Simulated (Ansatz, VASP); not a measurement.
OsC2 in VASP and in Ansatz

```
CELL_PARAMETERS angstrom
4.33690 0.00000 0.00000
0.00000 4.33690 0.00000
0.00000 0.00000 4.33690
ATOMIC_POSITIONS crystal
Os 0.00000 0.00000 0.00000
Os 0.50000 0.50000 0.50000
C 0.25000 0.25000 0.25000
C 0.25000 0.75000 0.75000
C 0.75000 0.75000 0.25000
C 0.75000 0.25000 0.75000
```

Alike in both runs: functional r2SCAN; k mesh 4 × 4 × 4; occupations gaussian, width 0.1 eV; no spin polarisation.

Ansatz relaxed the structure, and its values are those at the end. VASP's run is a single point on that final structure, the one shown.

|  | VASP | Ansatz |
| --- | --- | --- |
| version | VASP 6.6.1 | Ansatz 0.2.0 |
| potentials or method | VASP PAW PBE potentials, release 64 (Os, C), cutoff 520 eV | scalar-relativistic, plane waves, PAW |
| valence electrons in the cell | 32 | 48 |

```csv
,VASP,Ansatz,Ansatz less VASP
gap on the k mesh at the Fermi level (eV),none,none,-
pressure (GPa),2.1,0.1,-1.99
```

VASP's potentials were made for PBE, not for r2SCAN. A gap of «none» marks a metal or a gap that the smearing closes. With one functional, cell and mesh, what is left measures potentials, basis and numerics. VASP's potentials hold 32 valence electrons a cell and Ansatz's 48, so a difference there can come from the potentials and not from the codes.

The k mesh is coarse, so the values compare programs but aren't converged. Neither program's run includes spin-orbit coupling.
